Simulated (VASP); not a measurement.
**NiHg4: relaxation of cell and atoms with LDA**

NiHg4:

```
Ni Hg
1.0
    -3.08493    3.08493    3.08493
     3.08493   -3.08493    3.08493
     3.08493    3.08493   -3.08493
Ni Hg
1 4
Direct
  0.00000 0.00000 0.00000
  0.00000 0.00000 0.50000
  0.50000 0.00000 0.00000
  0.50000 0.50000 0.50000
  0.00000 0.50000 0.00000
```

```
Program                : VASP 6.6.1
Task                   : relaxation of cell and atoms
Functional             : LDA
Potentials or basis    : VASP PAW LDA potentials, release 64 (Ni_sv_GW, Hg_sv_GW)
Cutoff                 : 590 eV
k mesh                 : 8 × 8 × 8
Occupations            : gaussian, width 0.1 eV
Spin                   : no spin polarisation
Dipole correction      : no
Further INCAR settings : ALGO = Normal; EDIFF = 1e-07; IBRION = 2; EDIFFG = -0.005; NSW = 70; ISIF = 3
```

```yaml
Relaxed_volume: 20.93 Å³/atom
Relaxed_cell: a = 5.142 Å, b = 5.142 Å, c = 5.142 Å, α = 109.47°, β = 109.47°, γ = 109.47°
Space_group_after_relaxing_to_0.1_Å: Im-3m (No. 229)
Energy_gained_by_relaxing: 67.8 meV/atom
Ionic_steps: 3
Pressure_after_relaxing: 0.0 GPa
Band_gap_on_the_k_mesh: zero (bands 49 and 50 overlap by 0.81 eV)
```

The path:
```
step  energy change (eV)  largest force (eV/Å)  pressure (GPa)  volume (Å³)
   1              0.0000                0.0000           -7.41       117.43
   2             -0.2740                0.0000            4.74        99.93
   3             -0.3390                0.0000           -0.01       104.63
```

Final structure:
```
CELL_PARAMETERS angstrom
-2.96851 2.96851 2.96851
2.96851 -2.96851 2.96851
2.96851 2.96851 -2.96851
ATOMIC_POSITIONS crystal
Ni 0.00000 0.00000 0.00000
Hg 0.00000 0.00000 0.50000
Hg 0.50000 0.00000 0.00000
Hg 0.50000 0.50000 0.50000
Hg 0.00000 0.50000 0.00000
```

Levels at points of the mesh, in eV from the Fermi level:
| k point | band 45 | band 46 | band 47 | band 48 | band 49 | band 50 | band 51 | band 52 | band 53 | band 54 |
| --- | --- | --- | --- | --- | --- | --- | --- | --- | --- | --- |
| (0.00, 0.00, 0.00) | -1.09 | -1.09 | -0.02 | -0.02 | -0.02 | 1.24 | 1.24 | 1.24 | 1.72 | 1.72 |
| (0.50, 0.00, 0.00) | -1.97 | -1.66 | -1.30 | -1.26 | 0.28 | 0.43 | 1.20 | 4.02 | 5.19 | 5.26 |
| (0.50, 0.50, 0.50) | -2.82 | -2.82 | -1.96 | -1.96 | -1.96 | -0.52 | -0.52 | 4.71 | 5.08 | 5.08 |

It took 9.9 min on 1 thread of Intel(R) Xeon(R) 6975P-C (Granite Rapids), with other jobs on the host, peak memory 0.38 GiB.

Caveat: spin-orbit coupling is left out, which moves the levels of the heavy elements. Spin polarisation is off, so any magnetic state and its effect on volume and gap are missing.
